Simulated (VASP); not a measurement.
## Ag: single point with r2SCAN

The system is Ag.

```
Ag
1.0
     0.00000    2.04275    2.04275
     2.04275    0.00000    2.04275
     2.04275    2.04275    0.00000
Ag
1
Direct
  0.00000 0.00000 0.00000
```

```json
{"Program": "VASP 6.6.1", "Task": "single point", "Functional": "r2SCAN", "Potentials or basis": "VASP PAW PBE potentials, release 64 (Ag)", "Cutoff": "520 eV", "k mesh": "18 × 18 × 18", "Occupations": "gaussian, width 0.1 eV", "Spin": "no spin polarisation", "Dipole correction": "no", "Further INCAR settings": "ALGO = Normal; EDIFF = 1e-07; NBANDS = 12"}
```

The pressure is 1.6 GPa.

Levels at points of the mesh, in eV from the Fermi level:
```
           k point  band 2  band 3  band 4  band 5  band 6  band 7  band 8  band 9  band 10  band 11
(0.00, 0.00, 0.00)   -5.11   -5.11   -5.11   -4.06   -4.06   16.69   20.42   20.42    20.42    25.38
(0.50, 0.00, 0.00)   -5.13   -5.13   -3.24   -3.24   -0.30    3.74   15.93   18.65    18.65    23.65
(0.50, 0.50, 0.00)   -6.64   -3.28   -3.03   -3.03    1.76    7.01   11.18   11.18    17.72    17.90
```

Run time: 100 s on 1 thread of AMD EPYC 9R45 96-Core Processor (Zen 5) (shared host), peak memory 0.14 GiB.

Caveat: the PAW data sets were made with another functional, which shifts forces and pressure a little.
